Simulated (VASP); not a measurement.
Here is a VASP 6.6.1 calculation.

File INCAR:

```
PREC = Accurate
ENCUT = 520
EDIFF = 1E-7
ISMEAR = 0
SIGMA = 0.1
LREAL = False
LASPH = True
NELM = 60
ALGO = Fast
ISIF = 2
LWAVE = False
LCHARG = False
GGA = PE
NBANDS = 34
```

KPOINTS

```
regular mesh
0
Gamma
  18 18 4
```

Contents of POSCAR:

```
AlCu2
1.0
    2.7224687713      0.0000000000      0.0000000000
   -1.3612343856      2.3577271169      0.0000000000
    0.0000000000      0.0000000000     12.2495681932
Al Cu
2 4
Direct
    0.3333333333      0.6666666667      0.3306855248
    0.3333333333      0.6666666667      0.6693144752
    0.6666666667      0.3333333333      0.1657404838
    0.6666666667      0.3333333333      0.5000000000
    0.6666666667      0.3333333333      0.8342595162
    0.3333333333      0.6666666667      0.0000000000
```

Potentials or basis: VASP PAW PBE potentials, release 64 (Al, Cu).

Run with:

```console
$ cat potpaw_PBE.64/Al/POTCAR potpaw_PBE.64/Cu/POTCAR > POTCAR
$ mpirun -np 1 vasp_std > vasp.out
```

(1) What does it give for the band gap on the k mesh?

(2) Estimate the pressure.

Results:

(1) zero (bands 25 and 26 overlap by 2.79 eV).

(2) 0.3 GPa.
